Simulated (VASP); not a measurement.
Wanted: the native input for a VASP 6.6.1 run.

```yaml
Task: single point
Functional: PBE
Potentials_or_basis: VASP PAW PBE potentials, release 64 (Sr_sv, O)
Cutoff: 520 eV
k_mesh: 6 × 6 × 6
Occupations: gaussian, width 0.02 eV
Spin: no spin polarisation
Dipole_correction: no
Further_INCAR_settings: ALGO = Normal; EDIFF = 1e-06; NBANDS = 33
```

The structure of SrO lies in POSCAR:

```
SrO
1.0
    1.8676911084      1.0783119642      9.6035702665
   -1.8676911084      1.0783119642      9.6035702665
    0.0000000000     -2.1566239284      9.6035702665
Sr O
3 3
Direct
    0.5000000000      0.5000000000      0.5000000000
    0.6126200706      0.6126200706      0.6126200706
    0.3873799294      0.3873799294      0.3873799294
    0.0000000000      0.0000000000      0.0000000000
    0.7769643487      0.7769643487      0.7769643487
    0.2230356513      0.2230356513      0.2230356513
```

This cell differs from its parent crystal: volume scaled by 1.10, then relaxed in part.

The input as run:

INCAR

```
SYSTEM = SrO
PREC = Accurate
ENCUT = 520
EDIFF = 1E-6
ISMEAR = 0
SIGMA = 0.02
LREAL = .FALSE.
LASPH = .TRUE.
NELM = 80
ALGO = Normal
ISIF = 2
LWAVE = .FALSE.
LCHARG = .FALSE.
GGA = PE
NBANDS = 33
```

KPOINTS

```
regular mesh
0
G
  6 6 6
  0 0 0
```

Potentials or basis: VASP PAW PBE potentials, release 64 (Sr_sv, O).

Command:

```sh
$ cat potpaw_PBE.64/Sr_sv/POTCAR potpaw_PBE.64/O/POTCAR > POTCAR
$ mpirun -np 1 vasp_std > vasp.out
```

Results of the run:

| Item | Value |
| --- | --- |
| Pressure | -6.0 GPa |
| Largest force | 0.006 eV/Å |
| Band gap on the k mesh | 3.03 eV, direct |

Wall time 14 min on 1 thread of Intel(R) Xeon(R) Platinum 8259CL CPU @ 2.50GHz (Skylake/Cascade Lake), with other jobs on the host, peak memory 0.94 GiB.
